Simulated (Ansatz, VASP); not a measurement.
**Two plane-wave programs on Pb**

Contents of INCAR:

```
SYSTEM = Pb
ALGO     = Normal         ! electronic algorithm
EDIFF    = 1E-6           ! SCF threshold, eV
ENCUT    = 520            ! plane-wave cutoff, eV
GGA      = PS             ! functional
ISIF     = 2              ! what is computed and relaxed
ISMEAR   = 0              ! smearing method
LASPH    = .TRUE.         ! aspherical terms in the spheres
LCHARG   = .FALSE.        ! write CHGCAR
LREAL    = .FALSE.        ! projectors in reciprocal space
LWAVE    = .FALSE.        ! write WAVECAR
NBANDS   = 28             ! bands
NELM     = 100            ! most SCF steps
PREC     = Accurate       ! precision mode
SIGMA    = 0.1            ! smearing width, eV
```

Contents of KPOINTS:

```
k-points
0
G
  6 6 4
  0 0 0
```

Contents of POSCAR:

```
Pb
1.0
    4.5902493180      0.0000000000      0.0000000000
   -2.2951246590      3.9752725191      0.0000000000
    0.0000000000      0.0000000000      5.2077915092
Pb
3
Direct
    0.2254000000      0.0000000000      0.3333333333
    0.0000000000      0.2254000000      0.6666666667
    0.7746000000      0.7746000000      0.0000000000
```

Input for Ansatz:

```yaml
crystal:
  lattice:
    - [4.590249318, 0.0, 0.0]
    - [-2.295124659, 3.9752725191, 0.0]
    - [0.0, 0.0, 5.2077915092]
  atoms:
    - { symbol: Pb, position: [0.2254, 0.0, 0.3333333333] }
    - { symbol: Pb, position: [0.0, 0.2254, 0.6666666667] }
    - { symbol: Pb, position: [0.7746, 0.7746, 0.0] }
basis:
  ecutwfc: 420
kpoints:
  mp_grid: { grid: [6, 6, 4] }
hamiltonian:
  xc: pbesol
scf:
  occupations: { method: gaussian, width: 0.1 }
  lower_state_search: "off"
output:
  forces: true
  stress: true
  eigenvalues: true
```

Alike in both runs: task single point; functional PBEsol; k mesh 6 × 6 × 4; occupations gaussian, width 0.1 eV; no spin polarisation.

```csv
,VASP,Ansatz
version,VASP 6.6.1,Ansatz 0.2.0
potentials or method,"VASP PAW PBE potentials, release 64 (Pb_d), cutoff 520 eV","scalar-relativistic, plane waves, PAW"
valence electrons in the cell,42,42
```

VASP gave:

```
gap on the k mesh at the Fermi level (eV)                     : none
pressure (GPa)                                                : 19.0
traceless stress, the component that is largest in VASP (GPa) : 7.69
rms of the force components (eV/Å)                            : 3.880
```

Task: Estimate Ansatz's values.

Result: gap on the k mesh at the Fermi level (eV): none; pressure (GPa): 19.0; traceless stress, the component that is largest in VASP (GPa): 7.61; rms of the force components (eV/Å): 3.872.

VASP's potentials were made for PBE, not for PBEsol. Atom by atom the forces differ by 0.008 eV/Å (rms over components). A gap of «none» marks a metal or a gap that the smearing closes.

Spin-orbit coupling is off throughout.
